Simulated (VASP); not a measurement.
# Na (Im-3m) in VASP: further runs

Runs on Na. Level: PBE. Tasks: single point.

Everything below comes from runs of VASP 6.6.1. Logs are shortened: lines on timing, memory, paths and dates and some standing lists are left out, and cuts for length are marked.

## (1) The cell of the first run

It takes space group Im-3m (No. 229, cubic). The conventional cell has a = 4.015 Å, b = 4.015 Å, c = 4.015 Å, α = 90.00°, β = 90.00°, γ = 90.00°. Na (site symmetry m-3m) has 14 Na at 3.48 to 4.02 Å within 4.6 Å.

## (2) Single point, PBE (volume scaled by 0.88)

The input, INCAR:

```
SYSTEM = Na
PREC     = Accurate       ! precision mode
ENCUT    = 520            ! plane-wave cutoff, eV
EDIFF    = 1E-6           ! SCF threshold, eV
ISMEAR   = 0              ! smearing method
SIGMA    = 0.1            ! smearing width, eV
LREAL    = .False.        ! projectors in reciprocal space
LASPH    = .True.         ! aspherical terms in the spheres
NELM     = 80             ! most SCF steps
ALGO     = Fast           ! electronic algorithm
ISIF     = 2              ! what is computed and relaxed
LWAVE    = .False.        ! write WAVECAR
LCHARG   = .False.        ! write CHGCAR
GGA      = PE             ! functional
NBANDS   = 10             ! bands
```

The input, KPOINTS:

```
Automatic mesh
0
Gamma
  14 14 14
  0 0 0
```

The input, POSCAR:

```
Na
1.0
   -2.0075158403      2.0075158403      2.0075158403
    2.0075158403     -2.0075158403      2.0075158403
    2.0075158403      2.0075158403     -2.0075158403
Na
1
Direct
    0.0000000000      0.0000000000      0.0000000000
```

Potentials or basis: VASP PAW PBE potentials, release 64 (Na_pv).

Started as:

```bash
cat potpaw_PBE.64/Na_pv/POTCAR > POTCAR
mpirun -np 1 vasp_std > vasp.out
```

OUTCAR:

```text
SYSTEM = Na
   PREC = Accurate
   ENCUT = 520
   EDIFF = 1E-6
   ISMEAR = 0
   LREAL = .False.
   LASPH = .True.
   NELM = 80
   ISIF = 2
   GGA = PE

 ion  position               nearest neighbor table
   1  0.000  0.000  0.000-

  LATTYP: Found a body centered cubic cell.
 ALAT       =     4.0150316806

  Lattice vectors:

 A1 = (  -2.0075158403,   2.0075158403,   2.0075158403)
 A2 = (   2.0075158403,  -2.0075158403,   2.0075158403)
 A3 = (   2.0075158403,   2.0075158403,  -2.0075158403)

Analysis of symmetry for initial positions (statically):
=====================================================================
 Subroutine PRICEL returns:
 Original cell was already a primitive cell.

 Routine SETGRP: Setting up the symmetry group for a
 body centered cubic supercell.

 Subroutine GETGRP returns: Found 48 space group operations
 (whereof 48 operations were pure point group operations)
 out of a pool of 48 trial point group operations.

The static configuration has the point symmetry O_h .

Analysis of symmetry for dynamics (positions and initial velocities):
=====================================================================
 Subroutine PRICEL returns:
 Original cell was already a primitive cell.

 Routine SETGRP: Setting up the symmetry group for a
 body centered cubic supercell.

 Subroutine GETGRP returns: Found 48 space group operations
 (whereof 48 operations were pure point group operations)
 out of a pool of 48 trial point group operations.

The dynamic configuration has the point symmetry O_h .

 Subroutine INISYM returns: Found 48 space group operations
 (whereof 48 operations are pure point group operations),
 and found     1 'primitive' translations

----------------------------------------------------------------------------------------

                                     Primitive cell

  volume of cell :      32.3621

  direct lattice vectors                    reciprocal lattice vectors
    -2.007515840  2.007515840  2.007515840     0.000000000  0.249064037  0.249064037
     2.007515840 -2.007515840  2.007515840     0.249064037  0.000000000  0.249064037
     2.007515840  2.007515840 -2.007515840     0.249064037  0.249064037  0.000000000

  length of vectors
     3.477119432  3.477119432  3.477119432     0.352229739  0.352229739  0.352229739

  position of ions in fractional coordinates (direct lattice)
     0.000000000  0.000000000  0.000000000

  ion indices of the primitive-cell ions
   primitive index   ion index
                 1           1

----------------------------------------------------------------------------------------

 KPOINTS: Automatic mesh

Automatic generation of k-mesh.
 Grid dimensions read from file:
 generate k-points for:   14   14   14

 Generating k-lattice:

  Cartesian coordinates                     Fractional coordinates (reciprocal lattice)
     0.000000000  0.017790288  0.017790288     0.071428571  0.000000000  0.000000000
     0.017790288  0.000000000  0.017790288     0.000000000  0.071428571  0.000000000
     0.017790288  0.017790288  0.000000000     0.000000000  0.000000000  0.071428571

  Length of vectors
     0.025159267  0.025159267  0.025159267

  Shift w.r.t. Gamma in fractional coordinates (k-lattice)
     0.000000000  0.000000000  0.000000000

 Subroutine IBZKPT returns following result:
 ===========================================

 Found    104 irreducible k-points:

 Following reciprocal coordinates:
            Coordinates               Weight
  0.000000  0.000000  0.000000      1.000000
  0.071429  0.000000  0.000000     12.000000
  0.142857  0.000000  0.000000     12.000000
  0.214286  0.000000  0.000000     12.000000
  0.285714  0.000000  0.000000     12.000000
  0.357143  0.000000  0.000000     12.000000
[... 16 lines left out ...]
  0.285714  0.285714  0.000000     24.000000
  0.357143  0.285714  0.000000     24.000000
 [... further k-points ...]
   k-points           NKPTS =    104   k-points in BZ     NKDIM =    104   number of bands    NBANDS=     10
   number of dos      NEDOS =    301   number of ions     NIONS =      1
   total plane-waves  NPLWV =  21952
   dimension x,y,z NGX =    28 NGY =   28 NGZ =   28
   dimension x,y,z NGXF=    56 NGYF=   56 NGZF=   56
   ions per type =               1
   NGX,Y,Z   is equivalent  to a cutoff of  13.39, 13.39, 13.39 a.u.
   NGXF,Y,Z  is equivalent  to a cutoff of  26.77, 26.77, 26.77 a.u.
 SYSTEM =  Na
   PREC   = accura    normal or accurate (medium, high low for compatibility)
   ISTART =      0    job   : 0-new  1-cont  2-samecut
   ICHARG =      2    charge: 1-file 2-atom 10-const
   ISPIN  =      1    spin polarized calculation?
   LNONCOLLINEAR =      F non collinear calculations
   LSORBIT =      F    spin-orbit coupling
   LASPH  =      T    aspherical Exc in radial PAW
   ENCUT  =  520.0 eV  38.22 Ry    6.18 a.u.   6.47  6.47  6.47*2*pi/ulx,y,z
   NELM   =     80;   NELMIN=  2; NELMDL= -5     # of ELM steps
   EDIFF  = 0.1E-05   stopping-criterion for ELM
   LREAL  =      F    real-space projection
   EDIFFG = 0.1E-04   stopping-criterion for IOM
   NSW    =      0    number of steps for IOM
   IBRION =     -1    ionic relax: 0-MD 1-quasi-New 2-CG
   NFREE  =      0    steps in history (QN), initial steepest desc. (CG)
   ISIF   =      2    stress and relaxation
   ISYM   =      2    0-nonsym 1-usesym 2-fastsym
   POTIM  = 0.5000    time-step for ionic-motion
   TEBEG  =    0.0;   TEEND  =   0.0 temperature during run
   PSTRESS=    0.0 pullay stress
   NELECT =       7.0000    total number of electrons
   NUPDOWN=      -1.0000    fix difference up-down
   EMIN   =  10.00;   EMAX   =-10.00  energy-range for DOS
   EFERMI =   0.00;   METHOD = LEGACY
   ISMEAR =     0;   SIGMA  =   0.10  broadening in eV -4-tet -1-fermi 0-gaus
   EFERMI_NEDOS =   21; number of points for ismear=-14 and -15
   IALGO  =     68    algorithm
   IMIX   =      4    mixing-type and parameters
     AMIX     =   0.40;   BMIX     =  1.00
     AMIX_MAG =   1.60;   BMIX_MAG =  1.00
  volume/ion in A,a.u.               =      32.36       218.39
  Fermi-wavevector in a.u.,A,eV,Ry     =   0.982717  1.857066 13.139595  0.965733
  Thomas-Fermi vector in A             =   2.113821
   LORBIT       =      0    0 simple, 1 ext, 2 COOP (PROOUT), +10 PAW based schemes
   GGA     = PE    functional components
   LHFCALC =     F    Hartree Fock is set to
   AEXX    =    0.0000 exact exchange contribution
   IVDW    =     0    specifies the selected vdW correction
   LEPSILON=     F    determine dielectric tensor
   LRPA    =     F    only Hartree local field effects (RPA)
 non-spin polarized calculation
 RMM-DIIS sequential band-by-band and
 Gauss-broadening in eV      SIGMA  =   0.10
  energy-cutoff  :      520.00
  volume of cell :       32.36
 maximum number of plane-waves:       911
 NGX is ok and might be reduce to    28
   NGX = 13   NGY = 13   NGZ = 13

 number of electron       7.0000009 magnetization

 Free energy of the ion-electron system (eV)
  ---------------------------------------------------
  ext. energy  EPLUGINS =         0.00000000
  ---------------------------------------------------
  free energy    TOTEN  =        -1.29482333 eV

  energy without entropy =       -1.29191403  energy(sigma->0) =       -1.29336868

 E-fermi :   0.7260     XC(G=0):  -6.8673

 val. band max:        0.6983885505   @ k =  -0.3571   0.4286   0.1429
 cond. band min:       0.7851543692   @ k =   0.3571   0.0714   0.0714
 fundamental gap:      0.0867658187
 Fermi energy:         0.7259948003

 k-point     1 :       0.0000    0.0000    0.0000
  band No.  band energies     occupation
      1     -24.0567      2.00000
      2     -24.0567      2.00000
      3     -24.0567      2.00000
      4      -2.8256      2.00000
      5      13.3935      0.00000
      6      13.3935      0.00000
      7      13.3936      0.00000
      8      14.4753      0.00000
      9      14.4758      0.00000
     10      15.0947      0.00000

 k-point     2 :       0.0714    0.0000    0.0000
  band No.  band energies     occupation
      1     -24.0596      2.00000
      2     -24.0576      2.00000
      3     -24.0567      2.00000
      4      -2.7266      2.00000
      5      12.1361      0.00000
      6      12.7595      0.00000
      7      13.0895      0.00000
      8      13.7313      0.00000
      9      13.9300      0.00000
     10      15.6752      0.00000

 k-point     3 :       0.1429    0.0000    0.0000
  band No.  band energies     occupation
      1     -24.0676      2.00000
      2     -24.0603      2.00000
      3     -24.0567      2.00000
      4      -2.4307      2.00000
      5      10.1235      0.00000
      6      11.8290      0.00000
      7      12.5096      0.00000
      8      12.8586      0.00000
      9      13.6996      0.00000
     10      15.8243      0.00000

 k-point     4 :       0.2143    0.0000    0.0000
  band No.  band energies     occupation
      1     -24.0792      2.00000
      2     -24.0641      2.00000
      3     -24.0567      2.00000
      4      -1.9421      2.00000
      5       8.1852      0.00000
      6      11.0151      0.00000
      7      11.9484      0.00000
      8      12.1289      0.00000
      9      13.3219      0.00000
     10      16.1178      0.00000
[... 222 lines left out ...]
 k-point    22 :       0.3571    0.2143    0.0000
  band No.  band energies     occupation
      1     -24.1057      2.00000
      2     -24.0838      2.00000
      3     -24.0626      2.00000
      4       1.7492      0.00000
      5       3.1298      0.00000
      6       5.7686      0.00000
      7       9.7407      0.00000
      8      13.1229      0.00000
      9      15.5379      0.00000
     10      16.4829      0.00000

 k-point    23 :       0.2857    0.2857    0.0000
  band No.  band energies     occupation
      1     -24.1025      2.00000
      2     -24.0871      2.00000
      3     -24.0634      2.00000
      4       1.6774      0.00000
      5       3.8697      0.00000
      6       4.8570      0.00000
      7       9.6479      0.00000
      8      13.8142      0.00000
      9      14.7824      0.00000
     10      16.9307      0.00000

 k-point    24 :       0.3571    0.2857    0.0000
  band No.  band energies     occupation
      1     -24.1002      2.00000
      2     -24.0914      2.00000
      3     -24.0637      2.00000
      4       2.5741      0.00000
      5       3.0558      0.00000
      6       4.5271      0.00000
      7       9.5585      0.00000
      8      14.0190      0.00000
      9      14.9767      0.00000
     10      16.4260      0.00000

 [... further k-points ...]

------------------------ aborting loop because EDIFF is reached ----------------------------------------

  FORCE on cell =-STRESS in cart. coord.  units (eV):
  Direction    XX          YY          ZZ          XY          YZ          ZX
  --------------------------------------------------------------------------------------
  -------------------------------------------------------------------------------------
  Total        0.2445127      0.2445127      0.2445127      0.0000000      0.0000000     -0.0000000
  in kB       12.1052881     12.1052881     12.1052881      0.0000000      0.0000000     -0.0000000
  external PRESSURE =      12.1052881 kB  Pullay stress =       0.0000000 kB

 VOLUME and BASIS-vectors are now :
 -----------------------------------------------------------------------------
  energy-cutoff  :      520.00
  volume of cell :       32.36
      direct lattice vectors                 reciprocal lattice vectors
    -2.007515840  2.007515840  2.007515840     0.000000000  0.249064037  0.249064037
     2.007515840 -2.007515840  2.007515840     0.249064037  0.000000000  0.249064037
     2.007515840  2.007515840 -2.007515840     0.249064037  0.249064037  0.000000000

 POSITION                                       TOTAL-FORCE (eV/Angst)
 -----------------------------------------------------------------------------------
      0.00000      0.00000      0.00000        -0.000000      0.000000      0.000000
 -----------------------------------------------------------------------------------
    total drift:                               -0.000000     -0.000000     -0.000000

  FREE ENERGIE OF THE ION-ELECTRON SYSTEM (eV)
  ---------------------------------------------------
  free  energy   TOTEN  =        -1.2948233348 eV

  energy  without entropy=       -1.2919140314  energy(sigma->0) =       -1.29336868
```

It took 22 s on 1 thread of Intel Xeon Platinum 8375C at 2.90GHz (Ice Lake), shared host; peak memory 0.16 GiB.

What came out:

- Free energy: -1.2948 eV
- Pressure: 1.2 GPa

## (3) Single point, PBE (volume scaled by 0.91)

The input, INCAR:

```
SYSTEM = Na
ALGO     = Normal         ! electronic algorithm
EDIFF    = 1E-6           ! SCF threshold, eV
ENCUT    = 520            ! plane-wave cutoff, eV
GGA      = PE             ! functional
ISIF     = 2              ! what is computed and relaxed
ISMEAR   = 0              ! smearing method
LASPH    = .TRUE.         ! aspherical terms in the spheres
LCHARG   = .TRUE.         ! write CHGCAR
LELF     = .TRUE.         ! ELF
LREAL    = .FALSE.        ! projectors in reciprocal space
LVHAR    = .TRUE.       
LWAVE    = .FALSE.        ! write WAVECAR
NBANDS   = 10             ! bands
NELM     = 100            ! most SCF steps
PREC     = Accurate       ! precision mode
SIGMA    = 0.1            ! smearing width, eV
```

The input, KPOINTS:

```
k-points
0
G
  14 14 14
  0 0 0
```

The input, POSCAR:

```
Na
1.0
   -2.0300740862      2.0300740862      2.0300740862
    2.0300740862     -2.0300740862      2.0300740862
    2.0300740862      2.0300740862     -2.0300740862
Na
1
Direct
    0.0000000000      0.0000000000      0.0000000000
```

Potentials or basis: VASP PAW PBE potentials, release 64 (Na_pv).

Started as:

```bash
cat potpaw_PBE.64/Na_pv/POTCAR > POTCAR
mpirun -np 1 vasp_std > vasp.out
```

Run time: 18 s. Hardware: 1 thread of Intel Xeon Platinum 8375C at 2.90GHz (Ice Lake), shared host; peak memory 0.16 GiB.

The run converged. Its results:

```
Free energy : -1.3026 eV
Pressure    : 0.9 GPa
```

Levels at points of the mesh, in eV from the Fermi level:
```csv
k point,band 1,band 2,band 3,band 4,band 5,band 6,band 7,band 8
"(0.00, 0.00, 0.00)",-24.80,-24.80,-24.80,-3.48,12.44,12.44,12.44,13.50
"(0.50, 0.00, 0.00)",-24.86,-24.82,-24.80,0.81,1.36,8.66,9.90,9.91
"(0.50, 0.50, 0.50)",-24.84,-24.84,-24.84,4.71,4.71,5.29,5.29,5.29
```

## (4) Single point, PBE (volume scaled by 0.94)

The input, INCAR:

```
ALGO = Normal
EDIFF = 1E-6
ENCUT = 520
GGA = PE
ISIF = 2
ISMEAR = 0
LASPH = True
LCHARG = True
LELF = True
LREAL = False
LVHAR = True
LWAVE = False
NBANDS = 10
NELM = 60
PREC = Accurate
SIGMA = 0.1
```

The input, KPOINTS:

```
k-points
0
Gamma
  14 14 14
```

The input, POSCAR:

```
Na
1.0
   -2.0521418378      2.0521418378      2.0521418378
    2.0521418378     -2.0521418378      2.0521418378
    2.0521418378      2.0521418378     -2.0521418378
Na
1
Direct
    0.0000000000      0.0000000000      0.0000000000
```

Started as:

```bash
cat potpaw_PBE.64/Na_pv/POTCAR > POTCAR
mpirun -np 1 vasp_std > vasp.out
```

Run time: 18 s. Hardware: 1 thread of Intel Xeon Platinum 8375C at 2.90GHz (Ice Lake), shared host; peak memory 0.16 GiB.

It converged, with:

| Property | Result |
| --- | --- |
| Free energy | -1.3078 eV |
| Pressure | 0.6 GPa |

Levels at points of the mesh, in eV from the Fermi level:
```tsv
k point	band 1	band 2	band 3	band 4	band 5	band 6	band 7	band 8
(0.00, 0.00, 0.00)	-24.83	-24.83	-24.83	-3.40	12.22	12.22	12.22	13.26
(0.50, 0.00, 0.00)	-24.87	-24.84	-24.83	0.80	1.32	8.52	9.67	9.70
(0.50, 0.50, 0.50)	-24.86	-24.86	-24.86	4.66	4.66	5.17	5.17	5.17
```

## (5) The runs side by side

| cell | gap on the mesh (eV) | pressure (GPa) |
| --- | --- | --- |
| a = 3.477 Å, angles 109.5°, 1 atom | none | 1.2 |
| a = 3.516 Å, angles 109.5°, 1 atom | none | 0.9 |
| a = 3.554 Å, angles 109.5°, 1 atom | none | 0.6 |

Alike in all rows: task single point; level PBE; potentials or basis VASP PAW PBE potentials, release 64 (Na_pv); no spin polarisation; k mesh 14 × 14 × 14; cutoff (eV) 520; smearing gaussian 0.1 eV.

Total energies depend on the potentials used, so only differences within one code and one set of settings carry meaning.
